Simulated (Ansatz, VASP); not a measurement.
**One calculation of SiNi, two programs**

```
Si Ni
1.0
     3.02662    0.00000    0.00000
     0.00000    3.27350    0.00000
     0.00000    0.00000    4.69776
Si Ni
2 2
Direct
  0.50000 0.50000 0.84230
  0.00000 0.00000 0.15770
  0.50000 0.50000 0.34422
  0.00000 0.00000 0.65578
```

Alike in both runs: task single point; functional PBE; k mesh 14 × 12 × 10; occupations fermi-dirac, width 0.1 eV; no spin polarisation.

```csv
,VASP,Ansatz
version,VASP 6.6.1,Ansatz 0.2.0
potentials or method,"VASP PAW PBE potentials, release 64 (Si, Ni), cutoff 520 eV","scalar-relativistic, plane waves, PAW"
valence electrons in the cell,28,44
```

VASP gave:

```
gap on the k mesh at the Fermi level (eV)                     : none
pressure (GPa)                                                : 1.3
traceless stress, the component that is largest in VASP (GPa) : 0.40
rms of the force components (eV/Å)                            : 0.067
```

Estimate Ansatz's values.

gap on the k mesh at the Fermi level (eV): none; pressure (GPa): 1.2; traceless stress, the component that is largest in VASP (GPa): 0.24; rms of the force components (eV/Å): 0.068.

Atom by atom the forces differ by 0.004 eV/Å (rms over components). A gap of «none» marks a metal or a gap that the smearing closes. The functional is the same, so the differences come from potentials, cutoffs and numerics. VASP's potentials hold 28 valence electrons a cell and Ansatz's 44, so a difference there can come from the potentials and not from the codes.
